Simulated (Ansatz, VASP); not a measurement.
Given: the input of a run of VASP 6.6.1 on Ga.

INCAR

```
PREC = Accurate ; ENCUT = 520
EDIFF = 1E-6 ; ISMEAR = -1
SIGMA = 0.05 ; LREAL = False
LASPH = True ; NELM = 60
ALGO = Fast ; ISIF = 2
LWAVE = False ; LCHARG = False
NBANDS = 20
```

Contents of KPOINTS:

```
regular mesh
0
Gamma
  10 10 8
```

POSCAR

```
Ga
1.0
    1.3643085195     -3.9720811669      0.0000000000
    1.3643085195      3.9720811669      0.0000000000
   -0.1158601719      0.0000000000      3.2849248782
Ga
2
Direct
    0.1310000000      0.8690000000      0.7500000000
    0.8690000000      0.1310000000      0.2500000000
```

Potentials or basis: VASP PAW LDA potentials, release 64 (Ga_d).

Command:

```console
$ cat potpaw_LDA.64/Ga_d/POTCAR > POTCAR
$ mpirun -np 1 vasp_std > vasp.out
```

**Question.** Set up the same calculation for Ansatz 0.2.0. Potentials there: Ansatz PAW.

**Answer.** As run (the cutoff follows the program's own potentials):

Contents of input.yaml:

```yaml
crystal:
  lattice:
    - [1.3643085195, -3.9720811669, 0.0]
    - [1.3643085195, 3.9720811669, 0.0]
    - [-0.1158601719, 0.0, 3.2849248782]
  atoms:
    - { symbol: Ga, position: [0.131, 0.869, 0.75] }
    - { symbol: Ga, position: [0.869, 0.131, 0.25] }
hamiltonian:
  xc: lda
  pseudopotentials: { kind: paw }
kpoints:
  mp_grid: { grid: [10, 10, 8] }
scf:
  occupations: { method: fermi_dirac, width: 0.05 }
output:
  forces: true
  stress: true
  eigenvalues: true
```

Potentials or basis: Ansatz PAW.

Run with:

```bash
$ ansatz run input.yaml --threads 1 --pin off --max-ram 3584MiB --backend cpu --events-out ev --progress --plain --runs-dir out
```

Both were run:

|  | VASP | Ansatz | Ansatz less VASP |
| --- | --- | --- | --- |
| gap on the k mesh at the Fermi level (eV) | none | none | - |
| pressure (GPa) | -1.8 | -1.9 | -0.05 |
| traceless stress, the component that is largest in VASP (GPa) | 0.64 | 0.62 | -0.020 |
| rms of the force components (eV/Å) | 0.116 | 0.114 | -0.0015 |

LDA's correlation is that of Perdew and Zunger in VASP and of Perdew and Wang (1992) in Ansatz. Atom by atom the forces differ by 0.002 eV/Å (rms over components). A gap of «none» marks a metal or a gap that the smearing closes.
